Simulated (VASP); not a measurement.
# Rb (Im-3m) in VASP: a series of runs

The runs below take Rb through single point, with PBE.

All numbers are computed with VASP 6.6.1; they aren't measurements. Logs are shortened: lines on timing, memory, paths and dates and some standing lists are left out, and cuts for length are marked.

### 1 The cell of the first run

The structure is cubic, space group Im-3m (No. 229). Conventional cell: a = 5.605 Å, b = 5.605 Å, c = 5.605 Å, α = 90.00°, β = 90.00°, γ = 90.00°.

### 2 Single point, PBE

INCAR reads:

```
SYSTEM = Rb
  ALGO = Normal
  EDIFF = 1E-6
  ENCUT = 520
  GGA = PE
  ISIF = 2
  ISMEAR = 0
  LASPH = .True.
  LCHARG = .True.
  LELF = .True.
  LREAL = .False.
  LVHAR = .True.
  LWAVE = .False.
  NBANDS = 10
  NELM = 60
  PREC = Accurate
  SIGMA = 0.1
```

KPOINTS reads:

```
k-points
0
Gamma
  4 4 4
  0 0 0
```

POSCAR reads:

```
Rb
1.0
   -2.8025000000      2.8025000000      2.8025000000
    2.8025000000     -2.8025000000      2.8025000000
    2.8025000000      2.8025000000     -2.8025000000
Rb
1
Direct
    0.0000000000      0.0000000000      0.0000000000
```

Potentials or basis: VASP PAW PBE potentials, release 64 (Rb_sv).

Command:

```
cat potpaw_PBE.64/Rb_sv/POTCAR > POTCAR
mpirun -np 1 vasp_std > vasp.out
```

OUTCAR:

```text
SYSTEM = Rb
   EDIFF = 1E-6
   ENCUT = 520
   GGA = PE
   ISIF = 2
   ISMEAR = 0
   LASPH = .True.
   LREAL = .False.
   NELM = 60
   PREC = Accurate

 ion  position               nearest neighbor table
   1  0.000  0.000  0.000-

  LATTYP: Found a body centered cubic cell.
 ALAT       =     5.6050000000

  Lattice vectors:

 A1 = (  -2.8025000000,   2.8025000000,   2.8025000000)
 A2 = (   2.8025000000,  -2.8025000000,   2.8025000000)
 A3 = (   2.8025000000,   2.8025000000,  -2.8025000000)

Analysis of symmetry for initial positions (statically):
=====================================================================
 Subroutine PRICEL returns:
 Original cell was already a primitive cell.

 Routine SETGRP: Setting up the symmetry group for a
 body centered cubic supercell.

 Subroutine GETGRP returns: Found 48 space group operations
 (whereof 48 operations were pure point group operations)
 out of a pool of 48 trial point group operations.

The static configuration has the point symmetry O_h .

Analysis of symmetry for dynamics (positions and initial velocities):
=====================================================================
 Subroutine PRICEL returns:
 Original cell was already a primitive cell.

 Routine SETGRP: Setting up the symmetry group for a
 body centered cubic supercell.

 Subroutine GETGRP returns: Found 48 space group operations
 (whereof 48 operations were pure point group operations)
 out of a pool of 48 trial point group operations.

The dynamic configuration has the point symmetry O_h .

 Subroutine INISYM returns: Found 48 space group operations
 (whereof 48 operations are pure point group operations),
 and found     1 'primitive' translations

----------------------------------------------------------------------------------------

                                     Primitive cell

  volume of cell :      88.0434

  direct lattice vectors                    reciprocal lattice vectors
    -2.802500000  2.802500000  2.802500000     0.000000000  0.178412132  0.178412132
     2.802500000 -2.802500000  2.802500000     0.178412132  0.000000000  0.178412132
     2.802500000  2.802500000 -2.802500000     0.178412132  0.178412132  0.000000000

  length of vectors
     4.854072388  4.854072388  4.854072388     0.252312857  0.252312857  0.252312857

  position of ions in fractional coordinates (direct lattice)
     0.000000000  0.000000000  0.000000000

  ion indices of the primitive-cell ions
   primitive index   ion index
                 1           1

----------------------------------------------------------------------------------------

 KPOINTS: k-points

Automatic generation of k-mesh.
 Grid dimensions read from file:
 generate k-points for:    4    4    4

 Generating k-lattice:

  Cartesian coordinates                     Fractional coordinates (reciprocal lattice)
     0.000000000  0.044603033  0.044603033     0.250000000  0.000000000  0.000000000
     0.044603033  0.000000000  0.044603033     0.000000000  0.250000000  0.000000000
     0.044603033  0.044603033  0.000000000     0.000000000  0.000000000  0.250000000

  Length of vectors
     0.063078214  0.063078214  0.063078214

  Shift w.r.t. Gamma in fractional coordinates (k-lattice)
     0.000000000  0.000000000  0.000000000

 Subroutine IBZKPT returns following result:
 ===========================================

 Found      8 irreducible k-points:

 Following reciprocal coordinates:
            Coordinates               Weight
  0.000000  0.000000  0.000000      1.000000
  0.250000  0.000000  0.000000     12.000000
  0.500000  0.000000  0.000000      6.000000
  0.250000  0.250000  0.000000     24.000000
  0.250000  0.250000  0.250000      2.000000
 -0.250000  0.250000  0.250000      6.000000
  0.500000  0.500000  0.250000     12.000000
  0.500000  0.500000  0.500000      1.000000
   k-points           NKPTS =      8   k-points in BZ     NKDIM =      8   number of bands    NBANDS=     10
   number of dos      NEDOS =    301   number of ions     NIONS =      1
   total plane-waves  NPLWV =  46656
   dimension x,y,z NGX =    36 NGY =   36 NGZ =   36
   dimension x,y,z NGXF=    72 NGYF=   72 NGZF=   72
   ions per type =               1
   NGX,Y,Z   is equivalent  to a cutoff of  12.33, 12.33, 12.33 a.u.
   NGXF,Y,Z  is equivalent  to a cutoff of  24.66, 24.66, 24.66 a.u.
 SYSTEM =  Rb
   PREC   = accura    normal or accurate (medium, high low for compatibility)
   ISTART =      0    job   : 0-new  1-cont  2-samecut
   ICHARG =      2    charge: 1-file 2-atom 10-const
   ISPIN  =      1    spin polarized calculation?
   LNONCOLLINEAR =      F non collinear calculations
   LSORBIT =      F    spin-orbit coupling
   LASPH  =      T    aspherical Exc in radial PAW
   ENCUT  =  520.0 eV  38.22 Ry    6.18 a.u.   9.03  9.03  9.03*2*pi/ulx,y,z
   NELM   =     60;   NELMIN=  2; NELMDL= -5     # of ELM steps
   EDIFF  = 0.1E-05   stopping-criterion for ELM
   LREAL  =      F    real-space projection
   EDIFFG = 0.1E-04   stopping-criterion for IOM
   NSW    =      0    number of steps for IOM
   IBRION =     -1    ionic relax: 0-MD 1-quasi-New 2-CG
   NFREE  =      0    steps in history (QN), initial steepest desc. (CG)
   ISIF   =      2    stress and relaxation
   ISYM   =      2    0-nonsym 1-usesym 2-fastsym
   POTIM  = 0.5000    time-step for ionic-motion
   TEBEG  =    0.0;   TEEND  =   0.0 temperature during run
   PSTRESS=    0.0 pullay stress
   NELECT =       9.0000    total number of electrons
   NUPDOWN=      -1.0000    fix difference up-down
   EMIN   =  10.00;   EMAX   =-10.00  energy-range for DOS
   EFERMI =   0.00;   METHOD = LEGACY
   ISMEAR =     0;   SIGMA  =   0.10  broadening in eV -4-tet -1-fermi 0-gaus
   EFERMI_NEDOS =   21; number of points for ismear=-14 and -15
   IALGO  =     38    algorithm
   IMIX   =      4    mixing-type and parameters
     AMIX     =   0.40;   BMIX     =  1.00
     AMIX_MAG =   1.60;   BMIX_MAG =  1.00
  volume/ion in A,a.u.               =      88.04       594.15
  Fermi-wavevector in a.u.,A,eV,Ry     =   0.765462  1.446513  7.972081  0.585931
  Thomas-Fermi vector in A             =   1.865587
   LORBIT       =      0    0 simple, 1 ext, 2 COOP (PROOUT), +10 PAW based schemes
   GGA     = PE    functional components
   LHFCALC =     F    Hartree Fock is set to
   AEXX    =    0.0000 exact exchange contribution
   IVDW    =     0    specifies the selected vdW correction
   LEPSILON=     F    determine dielectric tensor
   LRPA    =     F    only Hartree local field effects (RPA)
 non-spin polarized calculation
 Gauss-broadening in eV      SIGMA  =   0.10
  energy-cutoff  :      520.00
  volume of cell :       88.04
 maximum number of plane-waves:      2390
   NGX = 19   NGY = 19   NGZ = 19

 number of electron       9.0000000 magnetization

 Free energy of the ion-electron system (eV)
  ---------------------------------------------------
  ext. energy  EPLUGINS =         0.00000000
  ---------------------------------------------------
  free energy    TOTEN  =        -0.88111088 eV

  energy without entropy =       -0.86005392  energy(sigma->0) =       -0.87058240

 E-fermi :   0.0764     XC(G=0):  -5.5471

 val. band max:        0.0690502242   @ k =   0.2500   0.2500   0.0000
 cond. band min:       0.3187266766   @ k =   0.5000   0.0000   0.0000
 fundamental gap:      0.2496764524
 Fermi energy:         0.0764353072

 k-point     1 :       0.0000    0.0000    0.0000
  band No.  band energies     occupation
      1     -28.7972      2.00000
      2     -12.8365      2.00000
      3     -12.8365      2.00000
      4     -12.8365      2.00000
      5      -1.9295      2.00000
      6       3.7974      0.00000
      7       3.7974      0.00000
      8       3.7974      0.00000
      9       4.7531      0.00000
     10       4.7531      0.00000

 k-point     2 :       0.2500    0.0000    0.0000
  band No.  band energies     occupation
      1     -28.7947      2.00000
      2     -12.8909      2.00000
      3     -12.8544      2.00000
      4     -12.8365      2.00000
      5      -1.2013      2.00000
      6       2.5686      0.00000
      7       3.1177      0.00000
      8       4.4905      0.00000
      9       4.5751      0.00000
     10       4.6722      0.00000

 k-point     3 :       0.5000    0.0000    0.0000
  band No.  band energies     occupation
      1     -28.7923      2.00000
      2     -12.9436      2.00000
      3     -12.8721      2.00000
      4     -12.8366      2.00000
      5       0.3187      0.00061
      6       0.8901      0.00000
      7       2.6784      0.00000
      8       4.4112      0.00000
      9       5.3373      0.00000
     10       5.3888      0.00000

 k-point     4 :       0.2500    0.2500    0.0000
  band No.  band energies     occupation
      1     -28.7923      2.00000
      2     -12.9240      2.00000
      3     -12.8813      2.00000
      4     -12.8475      2.00000
      5       0.0691      1.08318
      6       1.6838      0.00000
      7       2.1155      0.00000
      8       4.3719      0.00000
      9       4.5869      0.00000
     10       5.4143      0.00000

 k-point     5 :       0.2500    0.2500    0.2500
  band No.  band energies     occupation
      1     -28.7920      2.00000
      2     -12.8889      2.00000
      3     -12.8889      2.00000
      4     -12.8889      2.00000
      5       1.3945      0.00000
      6       1.3945      0.00000
      7       1.3945      0.00000
      8       2.7777      0.00000
      9       5.4994      0.00000
     10       5.4994      0.00000

 k-point     6 :      -0.2500    0.2500    0.2500
  band No.  band energies     occupation
      1     -28.7925      2.00000
      2     -12.8925      2.00000
      3     -12.8736      2.00000
      4     -12.8736      2.00000
      5      -0.5305      2.00000
      6       2.4165      0.00000
      7       3.1697      0.00000
      8       3.1697      0.00000
      9       4.6074      0.00000
     10       4.6982      0.00000

 k-point     7 :       0.5000    0.5000    0.2500
  band No.  band energies     occupation
      1     -28.7903      2.00000
      2     -12.9284      2.00000
      3     -12.8927      2.00000
      4     -12.8753      2.00000
      5       1.0100      0.00000
      6       1.0483      0.00000
      7       2.7948      0.00000
      8       3.0371      0.00000
      9       4.4039      0.00000
     10       5.9932      0.00000

 k-point     8 :       0.5000    0.5000    0.5000
  band No.  band energies     occupation
      1     -28.7884      2.00000
      2     -12.9131      2.00000
      3     -12.9131      2.00000
      4     -12.9131      2.00000
      5       1.3218      0.00000
      6       1.3218      0.00000
      7       3.4243      0.00000
      8       3.4243      0.00000
      9       3.4243      0.00000
     10       5.0609      0.00000

------------------------ aborting loop because EDIFF is reached ----------------------------------------

  FORCE on cell =-STRESS in cart. coord.  units (eV):
  Direction    XX          YY          ZZ          XY          YZ          ZX
  --------------------------------------------------------------------------------------
  -------------------------------------------------------------------------------------
  Total        0.1039914      0.1039914      0.1039914      0.0000000      0.0000000      0.0000000
  in kB        1.8923915      1.8923915      1.8923915      0.0000000      0.0000000      0.0000000
  external PRESSURE =       1.8923915 kB  Pullay stress =       0.0000000 kB

 VOLUME and BASIS-vectors are now :
 -----------------------------------------------------------------------------
  energy-cutoff  :      520.00
  volume of cell :       88.04
      direct lattice vectors                 reciprocal lattice vectors
    -2.802500000  2.802500000  2.802500000     0.000000000  0.178412132  0.178412132
     2.802500000 -2.802500000  2.802500000     0.178412132  0.000000000  0.178412132
     2.802500000  2.802500000 -2.802500000     0.178412132  0.178412132  0.000000000

 POSITION                                       TOTAL-FORCE (eV/Angst)
 -----------------------------------------------------------------------------------
      0.00000      0.00000      0.00000        -0.000000      0.000000      0.000000
 -----------------------------------------------------------------------------------
    total drift:                               -0.000000      0.000000      0.000000

  FREE ENERGIE OF THE ION-ELECTRON SYSTEM (eV)
  ---------------------------------------------------
  free  energy   TOTEN  =        -0.8811108814 eV

  energy  without entropy=       -0.8600539243  energy(sigma->0) =       -0.87058240
```

Run time: 13 s. Hardware: 1 thread of Intel Xeon 8259CL, shared host; peak memory 0.19 GiB.

Results:

| Property | Result |
| --- | --- |
| Free energy | -0.8811 eV |
| Pressure | 0.2 GPa |
| Band gap on the k mesh | zero (an odd number of electrons rules out a gap without spin polarisation) |

Levels at points of the mesh, in eV from the Fermi level:
```tsv
k point	band 1	band 2	band 3	band 4	band 5	band 6	band 7	band 8	band 9
(0.00, 0.00, 0.00)	-28.87	-12.91	-12.91	-12.91	-2.01	3.72	3.72	3.72	4.68
(0.50, 0.00, 0.00)	-28.87	-13.02	-12.95	-12.91	0.24	0.81	2.60	4.33	5.26
(0.50, 0.50, 0.50)	-28.86	-12.99	-12.99	-12.99	1.25	1.25	3.35	3.35	3.35
```

Caveat: the k points lie up to 0.40 Å⁻¹ apart, too coarse for converged energies and pressures of a metal.

### 3 Single point, PBE (82.94 Å³/atom)

This run uses another cell than the first one, of 82.94 Å³/atom.

INCAR reads:

```
PREC = Accurate
ENCUT = 520
EDIFF = 1E-6
ISMEAR = 0
SIGMA = 0.1
LREAL = F
LASPH = T
NELM = 100
ALGO = Fast
ISIF = 2
LWAVE = F
LCHARG = F
GGA = PE
NBANDS = 10
```

KPOINTS reads:

```
Automatic mesh
0
Gamma
  10 10 10
```

POSCAR reads:

```
Rb
1.0
   -2.7472750721      2.7472750721      2.7472750721
    2.7472750721     -2.7472750721      2.7472750721
    2.7472750721      2.7472750721     -2.7472750721
Rb
1
Direct
    0.0000000000      0.0000000000      0.0000000000
```

Potentials or basis: VASP PAW PBE potentials, release 64 (Rb_sv).

Command:

```
cat potpaw_PBE.64/Rb_sv/POTCAR > POTCAR
mpirun -np 1 vasp_std > vasp.out
```

It took 48 s on 1 thread of Intel Xeon 8259CL, shared host; peak memory 0.21 GiB.

It converged, with:

- Free energy: -0.9281 eV
- Pressure: 0.3 GPa
- Band gap on the k mesh: zero (an odd number of electrons rules out a gap without spin polarisation)

Levels at points of the mesh, in eV from the Fermi level:
```csv
k point,band 1,band 2,band 3,band 4,band 5,band 6,band 7,band 8,band 9,band 10
"(0.00, 0.00, 0.00)",-28.87,-12.90,-12.90,-12.90,-2.10,3.76,3.76,3.76,4.76,4.76
"(0.50, 0.00, 0.00)",-28.86,-13.03,-12.94,-12.90,0.21,0.85,2.59,4.45,5.41,5.42
"(0.50, 0.50, 0.50)",-28.85,-12.99,-12.99,-12.99,1.18,1.18,3.50,3.50,3.50,5.31
```

### 4 Single point, PBE (85.67 Å³/atom)

This run uses another cell than the first one, of 85.67 Å³/atom.

INCAR reads:

```
SYSTEM = Rb
PREC = Accurate
ENCUT = 520
EDIFF = 1E-7
ISMEAR = 0
SIGMA = 0.1
LREAL = .FALSE.
LASPH = .TRUE.
NELM = 80
ALGO = Normal
ISIF = 2
LWAVE = .FALSE.
LCHARG = .TRUE.
GGA = PE
LELF = .TRUE.
LVHAR = .TRUE.
NBANDS = 10
```

KPOINTS reads:

```
Automatic mesh
0
G
  10 10 10
  0 0 0
```

POSCAR reads:

```
Rb
1.0
   -2.7771390974      2.7771390974      2.7771390974
    2.7771390974     -2.7771390974      2.7771390974
    2.7771390974      2.7771390974     -2.7771390974
Rb
1
Direct
    0.0000000000      0.0000000000      0.0000000000
```

Command:

```
cat potpaw_PBE.64/Rb_sv/POTCAR > POTCAR
mpirun -np 1 vasp_std > vasp.out
```

It took 54 s on 1 thread of Intel Xeon 8259CL, shared host; peak memory 0.21 GiB.

The run converged. Its results:

```
Free energy            : -0.9326 eV
Pressure               : 0.2 GPa
Band gap on the k mesh : zero (an odd number of electrons rules out a gap without spin polarisation)
```

Levels at points of the mesh, in eV from the Fermi level:
```tsv
k point	band 3	band 4	band 5	band 6	band 7	band 8
(0.00, 0.00, 0.00)	-12.91	-12.91	-2.06	3.73	3.73	3.73
(0.50, 0.00, 0.00)	-12.95	-12.91	0.22	0.82	2.59	4.38
(0.50, 0.50, 0.50)	-13.00	-13.00	1.21	1.21	3.41	3.41
```

### 5 Single point, PBE (88.41 Å³/atom)

This run uses another cell than the first one, of 88.41 Å³/atom.

INCAR reads:

```
ALGO = Normal
EDIFF = 1E-6
ENCUT = 520
GGA = PE
ISIF = 2
ISMEAR = 0
LASPH = True
LCHARG = True
LELF = True
LREAL = False
LVHAR = True
LWAVE = False
NBANDS = 10
NELM = 100
PREC = Accurate
SIGMA = 0.1
```

KPOINTS reads:

```
k-points
0
Gamma
  10 10 10
```

POSCAR reads:

```
Rb
1.0
   -2.8063742889      2.8063742889      2.8063742889
    2.8063742889     -2.8063742889      2.8063742889
    2.8063742889      2.8063742889     -2.8063742889
Rb
1
Direct
    0.0000000000      0.0000000000      0.0000000000
```

Command:

```
cat potpaw_PBE.64/Rb_sv/POTCAR > POTCAR
mpirun -np 1 vasp_std > vasp.out
```

It took 37 s on 1 thread of Intel Xeon 8259CL, shared host; peak memory 0.21 GiB.

It converged, with:

* Free energy: -0.9351 eV
* Pressure: 0.1 GPa
* Band gap on the k mesh: zero (an odd number of electrons rules out a gap without spin polarisation)

Levels at points of the mesh, in eV from the Fermi level:
```
           k point  band 3  band 4  band 5  band 6  band 7  band 8
(0.00, 0.00, 0.00)  -12.93  -12.93   -2.01    3.70    3.70    3.70
(0.50, 0.00, 0.00)  -12.97  -12.93    0.23    0.80    2.59    4.31
(0.50, 0.50, 0.50)  -13.01  -13.01    1.23    1.23    3.32    3.32
```

### 6 Summary

| cell | k mesh | gap on the mesh (eV) | pressure (GPa) |
| --- | --- | --- | --- |
| a = 4.854 Å, angles 109.5°, 1 atom | 4 × 4 × 4 | none | 0.2 |
| a = 4.758 Å, angles 109.5°, 1 atom | 10 × 10 × 10 | none | 0.3 |
| a = 4.810 Å, angles 109.5°, 1 atom | 10 × 10 × 10 | none | 0.2 |
| a = 4.861 Å, angles 109.5°, 1 atom | 10 × 10 × 10 | none | 0.1 |

Alike in all rows: task single point; level PBE; potentials or basis VASP PAW PBE potentials, release 64 (Rb_sv); no spin polarisation; cutoff (eV) 520; smearing gaussian 0.1 eV.

Caveats: some runs use coarse meshes.

Absolute energies hang on the potentials; compare differences alone.
